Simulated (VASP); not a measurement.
# Si2Sn (P6_3/mmc) in VASP: single point with PBE

Aim: the single point of Si2Sn with PBE.

All numbers are computed with VASP 6.6.1; they aren't measurements. Logs are shortened: lines on timing, memory, paths and dates and some standing lists are left out, and cuts for length are marked.

### Step 1. The cell of the first run

The structure is hexagonal, space group P6_3/mmc (No. 194). Conventional cell: a = 4.938 Å, b = 4.938 Å, c = 5.534 Å, α = 90.00°, β = 90.00°, γ = 120.00°. Si (site symmetry -3m) has 8 Si at 2.77 to 3.17 Å and 6 Sn at 3.17 Å within 3.6 Å. Within 3.6 Å of Si (site symmetry -6m2) lie 5 Sn at 2.77 to 2.85 Å and 6 Si at 3.17 Å. Sn (site symmetry -6m2) has 11 Si at 2.77 to 3.17 Å within 3.6 Å.

The cell was built from a structure type or drawn by symmetry, and may not be a known phase.

### Step 2. Single point, PBE

The input, INCAR:

```
SYSTEM = Si2Sn
PREC = Accurate
ENCUT = 500
EDIFF = 1E-6
ISMEAR = 0
SIGMA = 0.2
LREAL = .FALSE.
LASPH = .TRUE.
NELM = 120
ALGO = Normal
ISIF = 2
LWAVE = .FALSE.
LCHARG = .FALSE.
GGA = PE
NBANDS = 31
GGA_COMPAT = .FALSE.
```

The input, KPOINTS:

```
Automatic mesh
0
G
  4 4 3
  0 0 0
```

The input, POSCAR:

```
Si2Sn
1.0
    4.9376717044      0.0000000029      0.0000000000
   -2.4688358547      4.2761491301      0.0000000000
    0.0000000000      0.0000000000      5.5340745516
Si Sn
4 2
Direct
    0.0000000000      0.0000000000      0.0000000000
    0.0000000000      0.0000000000      0.5000000000
    0.3333333333      0.6666666667      0.7500000000
    0.6666666667      0.3333333333      0.2500000000
    0.3333333333      0.6666666667      0.2500000000
    0.6666666667      0.3333333333      0.7500000000
```

Potentials or basis: VASP PAW PBE potentials, release 64 (Si, Sn_d).

Command:

```console
cat potpaw_PBE.64/Si/POTCAR potpaw_PBE.64/Sn_d/POTCAR > POTCAR
mpirun -np 1 vasp_std > vasp.out
```

OUTCAR:

```text
SYSTEM = Si2Sn
   PREC = Accurate
   ENCUT = 500
   EDIFF = 1E-6
   ISMEAR = 0
   LREAL = .FALSE.
   LASPH = .TRUE.
   NELM = 120
   ISIF = 2
   GGA = PE

 ion  position               nearest neighbor table
   1  0.000  0.000  0.000-   2 2.77   2 2.77   6 3.17   5 3.17   5 3.17   6 3.17   6 3.17   5 3.17

   2  0.000  0.000  0.500-   1 2.77   1 2.77   6 3.17   5 3.17   5 3.17   6 3.17   6 3.17   5 3.17

   3  0.333  0.667  0.750-   5 2.77   5 2.77   6 2.85   6 2.85   6 2.85
   4  0.667  0.333  0.250-   6 2.77   6 2.77   5 2.85   5 2.85   5 2.85
   5  0.333  0.667  0.250-   3 2.77   3 2.77   4 2.85   4 2.85   4 2.85   1 3.17   2 3.17   2 3.17
                             1 3.17   2 3.17   1 3.17
   6  0.667  0.333  0.750-   4 2.77   4 2.77   3 2.85   3 2.85   3 2.85   1 3.17   2 3.17   1 3.17
                             2 3.17   1 3.17   2 3.17

  LATTYP: Found a hexagonal cell.
 ALAT       =     4.9376717044
 C/A-ratio  =     1.1207862497

  Lattice vectors:

 A1 = (   4.9376717044,   0.0000000029,   0.0000000000)
 A2 = (  -2.4688358547,   4.2761491301,   0.0000000000)
 A3 = (   0.0000000000,   0.0000000000,   5.5340745516)

Analysis of symmetry for initial positions (statically):
=====================================================================
 Subroutine PRICEL returns:
 Original cell was already a primitive cell.

 Routine SETGRP: Setting up the symmetry group for a
 hexagonal supercell.

 Subroutine GETGRP returns: Found 24 space group operations
 (whereof 12 operations were pure point group operations)
 out of a pool of 24 trial point group operations.

The static configuration has the point symmetry D_3d.
 The point group associated with its full space group is D_6h.

Analysis of symmetry for dynamics (positions and initial velocities):
=====================================================================
 Subroutine PRICEL returns:
 Original cell was already a primitive cell.

 Routine SETGRP: Setting up the symmetry group for a
 hexagonal supercell.

 Subroutine GETGRP returns: Found 24 space group operations
 (whereof 12 operations were pure point group operations)
 out of a pool of 24 trial point group operations.

The dynamic configuration has the point symmetry D_3d.
 The point group associated with its full space group is D_6h.

 Subroutine INISYM returns: Found 24 space group operations
[... 87 lines left out ...]
   NELM   =    120;   NELMIN=  2; NELMDL= -5     # of ELM steps
   EDIFF  = 0.1E-05   stopping-criterion for ELM
   LREAL  =      F    real-space projection
   EDIFFG = 0.1E-04   stopping-criterion for IOM
   NSW    =      0    number of steps for IOM
   IBRION =     -1    ionic relax: 0-MD 1-quasi-New 2-CG
   NFREE  =      0    steps in history (QN), initial steepest desc. (CG)
   ISIF   =      2    stress and relaxation
   ISYM   =      2    0-nonsym 1-usesym 2-fastsym
   POTIM  = 0.5000    time-step for ionic-motion
   TEBEG  =    0.0;   TEEND  =   0.0 temperature during run
   PSTRESS=    0.0 pullay stress
   NELECT =      44.0000    total number of electrons
   NUPDOWN=      -1.0000    fix difference up-down
   EMIN   =  10.00;   EMAX   =-10.00  energy-range for DOS
   EFERMI =   0.00;   METHOD = LEGACY
   ISMEAR =     0;   SIGMA  =   0.20  broadening in eV -4-tet -1-fermi 0-gaus
   EFERMI_NEDOS =   21; number of points for ismear=-14 and -15
   IALGO  =     38    algorithm
   IMIX   =      4    mixing-type and parameters
     AMIX     =   0.40;   BMIX     =  1.00
     AMIX_MAG =   1.60;   BMIX_MAG =  1.00
  volume/ion in A,a.u.               =      19.47       131.42
  Fermi-wavevector in a.u.,A,eV,Ry     =   1.182186  2.234007 19.015000  1.397563
  Thomas-Fermi vector in A             =   2.318445
   LORBIT       =      0    0 simple, 1 ext, 2 COOP (PROOUT), +10 PAW based schemes
   GGA     = PE    functional components
   LHFCALC =     F    Hartree Fock is set to
   AEXX    =    0.0000 exact exchange contribution
   IVDW    =     0    specifies the selected vdW correction
   LEPSILON=     F    determine dielectric tensor
   LRPA    =     F    only Hartree local field effects (RPA)
 non-spin polarized calculation
 Gauss-broadening in eV      SIGMA  =   0.20
  energy-cutoff  :      500.00
  volume of cell :      116.85
 maximum number of plane-waves:      2977
 NGX is ok and might be reduce to    36
   NGX = 17   NGY = 17   NGZ = 21

 number of electron      44.0000009 magnetization

 Free energy of the ion-electron system (eV)
  ---------------------------------------------------
  ext. energy  EPLUGINS =         0.00000000
  ---------------------------------------------------
  free energy    TOTEN  =       -26.08156131 eV

  energy without entropy =      -26.02039957  energy(sigma->0) =      -26.05098044

 E-fermi :   8.4860     XC(G=0): -10.6910

 val. band max:        8.4506277670   @ k =   0.0000   0.0000   0.0000
 cond. band min:       8.5481190470   @ k =   0.5000   0.0000   0.0000
 fundamental gap:      0.0974912800
 Fermi energy:         8.4860223015

 k-point     1 :       0.0000    0.0000    0.0000
  band No.  band energies     occupation
      1     -12.8318      2.00000
      2     -12.8003      2.00000
      3     -12.8003      2.00000
      4     -12.7989      2.00000
      5     -12.7989      2.00000
      6     -12.7976      2.00000
[... 261 lines left out ...]
     30      13.2720      0.00000
     31      13.6029      0.00000

------------------------ aborting loop because EDIFF is reached ----------------------------------------

  FORCE on cell =-STRESS in cart. coord.  units (eV):
  Direction    XX          YY          ZZ          XY          YZ          ZX
  --------------------------------------------------------------------------------------
  -------------------------------------------------------------------------------------
  Total       -0.0181761     -0.0181761     -0.0769264     -0.0000000      0.0000000      0.0000000
  in kB       -0.2492253     -0.2492253     -1.0547892     -0.0000000      0.0000000      0.0000000
  external PRESSURE =      -0.5177466 kB  Pullay stress =       0.0000000 kB

 VOLUME and BASIS-vectors are now :
 -----------------------------------------------------------------------------
  energy-cutoff  :      500.00
  volume of cell :      116.85
      direct lattice vectors                 reciprocal lattice vectors
     4.937671704  0.000000003  0.000000000     0.202524603  0.116927634  0.000000000
    -2.468835855  4.276149130  0.000000000    -0.000000000  0.233855268  0.000000000
     0.000000000  0.000000000  5.534074552     0.000000000  0.000000000  0.180698686

 POSITION                                       TOTAL-FORCE (eV/Angst)
 -----------------------------------------------------------------------------------
      0.00000      0.00000      0.00000        -0.000000      0.000000      0.000000
      0.00000      0.00000      2.76704        -0.000000      0.000000      0.000000
     -0.00000      2.85077      4.15056         0.000000     -0.000000     -0.000000
      2.46884      1.42538      1.38352        -0.000000     -0.000000      0.000000
     -0.00000      2.85077      1.38352        -0.000000      0.000000      0.000000
      2.46884      1.42538      4.15056         0.000000     -0.000000     -0.000000
 -----------------------------------------------------------------------------------
    total drift:                               -0.000000     -0.000000     -0.000000

  FREE ENERGIE OF THE ION-ELECTRON SYSTEM (eV)
  ---------------------------------------------------
  free  energy   TOTEN  =       -26.0815613113 eV

  energy  without entropy=      -26.0203995733  energy(sigma->0) =      -26.05098044
```

stdout:

```text
POSCAR found type information on POSCAR SiSn
 POSCAR found :  2 types and       6 ions
 scaLAPACK will be used
 LDA part: xc-table for (Slater+PW92), standard interpolation
 POSCAR, INCAR and KPOINTS ok, starting setup
 FFT: planning ... GRIDC
 FFT: planning ... GRID_SOFT
 FFT: planning ... GRID
 WAVECAR not read
 entering main loop
```

Wall time 16 s (1 thread of AMD EPYC 9R45 (Zen 5), shared host); peak memory 0.18 GiB.

What came out:

| Item | Value |
| --- | --- |
| Free energy | -26.0816 eV |
| Pressure | -0.1 GPa |
| Band gap on the k mesh | zero (bands 22 and 23 overlap by 2.75 eV) |

Stress tensor (GPa, compression positive):
```
-0.02  0.00  0.00
 0.00 -0.02  0.00
 0.00  0.00 -0.11
```

Caveat: the k points lie up to 0.38 Å⁻¹ apart, too coarse for converged energies and pressures of a metal; spin-orbit coupling is left out, which moves the levels of the heavy elements.
